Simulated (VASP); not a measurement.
A run of VASP 6.6.1 is set up as follows.

File INCAR:

```
PREC = Accurate
ENCUT = 520
EDIFF = 1E-6
ISMEAR = -1
SIGMA = 0.01
LREAL = F
LASPH = T
NELM = 80
ALGO = Normal
ISIF = 2
LWAVE = F
LCHARG = T
GGA = PE
LELF = T
LVHAR = T
NBANDS = 10
```

Contents of KPOINTS:

```
regular mesh
0
Gamma
  9 9 9
```

POSCAR

```
K
1.0
   -2.6417142217      2.6417142217      2.6417142217
    2.6417142217     -2.6417142217      2.6417142217
    2.6417142217      2.6417142217     -2.6417142217
K
1
Direct
    0.0000000000      0.0000000000      0.0000000000
```

Potentials or basis: VASP PAW PBE potentials, release 64 (K_sv).

The run is started by

```sh
$ cat potpaw_PBE.64/K_sv/POTCAR > POTCAR
$ mpirun -np 1 vasp_std > vasp.out
```

Problem. Predict the pressure.

Solution. 0.0 GPa.
